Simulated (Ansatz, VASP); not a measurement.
One calculation of GaN, two programs

Contents of POSCAR:

```
GaN
1.0
    3.1832849295      0.0000000000      0.0000000000
   -1.5916424648      2.7568056165      0.0000000000
    0.0000000000      0.0000000000      5.1839381315
Ga N
2 2
Direct
    0.3333333333      0.6666666667     -0.0553388205
    0.6666666667      0.3333333333      0.4446611795
    0.3333333333      0.6666666667      0.4323388205
    0.6666666667      0.3333333333      0.9323388205
```

INCAR.step1

```
SYSTEM = GaN
PREC = Accurate
ENCUT = 520
ISMEAR = 0
SIGMA = 0.01
LREAL = .False.
LASPH = .True.
NELM = 100
NBANDS = 26
GGA = PE
ALGO = Normal
EDIFF = 1E-4
LWAVE = .True.
LCHARG = .False.
```

Contents of INCAR.step2:

```
SYSTEM = GaN
PREC = Accurate
ENCUT = 520
EDIFF = 1E-6
ISMEAR = 0
SIGMA = 0.01
LREAL = .False.
LASPH = .True.
NELM = 100
ALGO = Normal
ISIF = 2
LWAVE = .False.
LCHARG = .False.
METAGGA = R2SCAN
LMIXTAU = .True.
NBANDS = 26
ISTART = 1
```

The input KPOINTS:

```
Automatic mesh
0
Gamma
  12 12 6
  0 0 0
```

Input for Ansatz:

```yaml
crystal:
  lattice:
    - [3.1832849295, 0.0, 0.0]
    - [-1.5916424648, 2.7568056165, 0.0]
    - [0.0, 0.0, 5.1839381315]
  atoms:
    - { symbol: Ga, position: [0.3333333333, 0.6666666667, -0.0553388205] }
    - { symbol: Ga, position: [0.6666666667, 0.3333333333, 0.4446611795] }
    - { symbol: "N", position: [0.3333333333, 0.6666666667, 0.4323388205] }
    - { symbol: "N", position: [0.6666666667, 0.3333333333, 0.9323388205] }
basis:
  ecutwfc: 500
  xc_grid: 2
kpoints:
  mp_grid: { grid: [12, 12, 6] }
hamiltonian:
  xc: r2scan
  pseudopotentials: { kind: paw, azcp: { folder: soft_1 } }
scf:
  occupations: { method: fixed }
output:
  forces: true
  stress: true
  eigenvalues: true
  polarization: {}
```

Change from the starting cell: polar distortion scaled by 0.10.

Alike in both runs: task single point; functional r2SCAN; k mesh 12 × 12 × 6; no spin polarisation.

```csv
,VASP,Ansatz
version,VASP 6.6.1,Ansatz 0.2.0
potentials or method,"VASP PAW PBE potentials, release 64 (Ga_d, N), cutoff 520 eV","scalar-relativistic, plane waves, PAW"
occupations,"gaussian, width 0.01 eV",fixed
valence electrons in the cell,36,36
```

VASP gave:

| Property | Result |
| --- | --- |
| gap on the k mesh at the Fermi level (eV) | 2.38 |
| least direct gap on the mesh (eV) | 2.38 |
| pressure (GPa) | 11.4 |
| traceless stress, the component that is largest in VASP (GPa) | -12.65 |
| rms of the force components (eV/Å) | 0.210 |

**Question.** Estimate Ansatz's values.

**Answer.** gap on the k mesh at the Fermi level (eV): 2.38; least direct gap on the mesh (eV): 2.38; pressure (GPa): 10.2; traceless stress, the component that is largest in VASP (GPa): -11.23; rms of the force components (eV/Å): 0.204.

VASP's potentials were made for PBE, not for r2SCAN. Atom by atom the forces differ by 0.007 eV/Å (rms over components).
